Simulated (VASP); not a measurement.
Input of a VASP 6.6.1 run:

The input POSCAR:

```
AlAu
1.0
    3.2239420000      0.0000000000      0.0000000000
    0.0000000000      3.2239420000      0.0000000000
    0.0000000000      0.0000000000      3.2239420000
Al Au
1 1
Direct
    0.0000000000      0.0000000000      0.0000000000
    0.5000000000      0.5000000000      0.5000000000
```

Contents of INCAR.step1:

```
PREC = Accurate
ENCUT = 520
ISMEAR = 0
SIGMA = 0.05
LREAL = F
LASPH = T
NELM = 60
NBANDS = 14
GGA = PE
ALGO = Normal
EDIFF = 1E-4
LWAVE = T
LCHARG = F
```

The input INCAR.step2:

```
PREC = Accurate
ENCUT = 520
EDIFF = 1E-7
ISMEAR = 0
SIGMA = 0.05
LREAL = F
LASPH = T
NELM = 60
ALGO = Normal
ISIF = 2
LWAVE = F
LCHARG = T
METAGGA = R2SCAN
LMIXTAU = T
LELF = T
LVHAR = T
NBANDS = 14
ISTART = 1
```

Contents of KPOINTS:

```
regular mesh
0
Gamma
  9 9 9
```

Potentials or basis: VASP PAW PBE potentials, release 64 (Al, Au).

The run is started by

```console
$ cat potpaw_PBE.64/Al/POTCAR potpaw_PBE.64/Au/POTCAR > POTCAR
$ cp INCAR.step1 INCAR
$ mpirun -np 1 vasp_std > vasp.out
$ cp INCAR.step2 INCAR
$ mpirun -np 1 vasp_std > vasp.out
```

Problem. Predict the pressure.

Solution. -5.2 GPa.

Problem. What does it give for the band gap on the k mesh?

Solution. Zero (band 7 reaches 12.55 eV, above the bottom of band 8 at 8.67 eV).

Caveat: the PAW data sets were made with another functional, which shifts forces and pressure a little; spin-orbit coupling is left out, which moves the levels of the heavy elements.
